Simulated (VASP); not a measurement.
CaS:

```xyz
2
Lattice="0.0000 2.8479 2.8479 2.8479 0.0000 2.8479 2.8479 2.8479 0.0000" Properties=species:S:1:pos:R:3 pbc="T T T"
Ca    0.0000    0.0000    0.0000
S     2.8479    2.8479    2.8479
```

Program: VASP 6.6.1. Alike in all runs: task single point; potentials or basis VASP PAW PBE potentials, release 64 (Ca_sv, S); no spin polarisation; cell as given; k mesh 6 × 6 × 6; smearing gaussian 0.01 eV.

Q: Order these runs on this cell by their band gap on the k mesh, lowest first.
A. level PBE0; cutoff (eV) 400; grid for exact exchange (PRECFOCK) Normal; share of exact exchange 0.25
B. level HSE06; cutoff (eV) 400; grid for exact exchange (PRECFOCK) Normal; share of exact exchange 0.25; screening parameter 0.2079 1/Å
C. level r2SCAN; cutoff (eV) 550
D. level PBE; cutoff (eV) 500

A: D (2.36 eV), C (2.80 eV), B (3.40 eV), A (4.11 eV).

A k mesh can miss the band edges.
